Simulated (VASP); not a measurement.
Wanted: the native input for a VASP 6.6.1 run.

```yaml
Task: single point
Functional: PBE
Potentials_or_basis: VASP PAW PBE potentials, release 64 (Ge_d, Sb, Te)
Cutoff: 520 eV
k_mesh: 6 × 6 × 4
Occupations: gaussian, width 0.1 eV
Spin: no spin polarisation
Dipole_correction: no
Further_INCAR_settings: ALGO = Normal; EDIFF = 1e-07; NBANDS = 26
```

The structure of GeSbTe3 lies in POSCAR:

```
GeSbTe3
1.0
    6.4377837724      0.0000000033      0.0000000000
   -3.2188918890      5.5752842893      0.0000000000
    0.0000000000      0.0000000000      5.4381974766
Ge Sb Te
1 1 3
Direct
    0.0000000000      0.0000000000      0.5000000000
    0.0000000000      0.0000000000      0.0000000000
    0.5000000000      0.0000000000      0.0000000000
    0.0000000000      0.5000000000      0.0000000000
    0.5000000000      0.5000000000      0.0000000000
```

The cell was built from a structure type or drawn by symmetry, and may not be a known phase.

These files were run (other wordings do the same):

INCAR

```
PREC     = Accurate       # precision mode
ENCUT    = 520            # plane-wave cutoff, eV
EDIFF    = 1E-7           # SCF threshold, eV
ISMEAR   = 0              # smearing method
SIGMA    = 0.1            # smearing width, eV
LREAL    = False          # projectors in reciprocal space
LASPH    = True           # aspherical terms in the spheres
NELM     = 100            # most SCF steps
ALGO     = Normal         # electronic algorithm
ISIF     = 2              # what is computed and relaxed
LWAVE    = False          # write WAVECAR
LCHARG   = False          # write CHGCAR
GGA      = PE             # functional
NBANDS   = 26             # bands
```

KPOINTS

```
regular mesh
0
Gamma
  6 6 4
```

Potentials or basis: VASP PAW PBE potentials, release 64 (Ge_d, Sb, Te).

Launch:

```sh
$ cat potpaw_PBE.64/Ge_d/POTCAR potpaw_PBE.64/Sb/POTCAR potpaw_PBE.64/Te/POTCAR > POTCAR
$ mpirun -np 1 vasp_std > vasp.out
```

Results of the run:

```yaml
Pressure: 0.0 GPa
Band_gap_on_the_k_mesh: zero (an odd number of electrons rules out a gap without spin polarisation)
```

Caveat: spin-orbit coupling is left out, which moves the levels of the heavy elements.

Wall time 50 s on 1 thread of Intel(R) Xeon(R) 6975P-C (Granite Rapids) (shared host), peak memory 0.35 GiB.
